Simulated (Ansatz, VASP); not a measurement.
# Ga: VASP beside Ansatz

The input INCAR:

```
ALGO = Normal
EDIFF = 1E-6
ENCUT = 520
GGA = RE
ISIF = 2
ISMEAR = -1
LASPH = T
LCHARG = F
LREAL = F
LWAVE = F
NBANDS = 34
NELM = 60
PREC = Accurate
SIGMA = 0.1
```

The input KPOINTS:

```
k-points
0
Gamma
  10 10 9
```

Contents of POSCAR:

```
Ga
1.0
    2.3662081266     -3.9605288039      0.0000000000
    2.3662081266      3.9605288039      0.0000000000
    0.0000000000      0.0000000000      4.6459407499
Ga
4
Direct
    0.8439416661      0.1560583339      0.0826813058
    0.6560583339      0.3439416661      0.5826813058
    0.1560583339      0.8439416661      0.9173186942
    0.3439416661      0.6560583339      0.4173186942
```

Input for Ansatz:

```yaml
crystal:
  lattice:
    - [2.3662081266, -3.9605288039, 0.0]
    - [2.3662081266, 3.9605288039, 0.0]
    - [0.0, 0.0, 4.6459407499]
  atoms:
    - { symbol: Ga, position: [0.8439416661, 0.1560583339, 0.0826813058] }
    - { symbol: Ga, position: [0.6560583339, 0.3439416661, 0.5826813058] }
    - { symbol: Ga, position: [0.1560583339, 0.8439416661, 0.9173186942] }
    - { symbol: Ga, position: [0.3439416661, 0.6560583339, 0.4173186942] }
hamiltonian:
  xc: revpbe
  pseudopotentials:
    kind: paw
    azcp:
      Ga: "pseudopotentials/Ga.paw.azcp"
basis:
  ecutwfc: 420
  fft_grid_basis: typed
kpoints:
  mp_grid: { grid: [10, 10, 9], shift: [0, 0, 0] }
magnetization:
  spin_polarized: false
scf:
  occupations: { method: fermi_dirac, width: 0.1 }
output:
  stress: true
```

Alike in both runs: task single point; functional revPBE; k mesh 10 × 10 × 9; occupations fermi-dirac, width 0.1 eV; no spin polarisation.

|  | VASP | Ansatz |
| --- | --- | --- |
| version | VASP 6.6.1 | Ansatz 0.2.0 |
| potentials or method | VASP PAW PBE potentials, release 64 (Ga_d), cutoff 520 eV | plane waves (420 eV) with PAW, scalar-relativistic |
| valence electrons in the cell | 52 | 52 |

```tsv
	VASP	Ansatz	Ansatz less VASP
pressure (GPa)	-1.5	-1.6	-0.14
traceless stress, the component that is largest in VASP (GPa)	0.21	0.21	+0.003
```

VASP's potentials were made for PBE, not for revPBE. With one functional, cell and mesh, what is left measures potentials, basis and numerics.
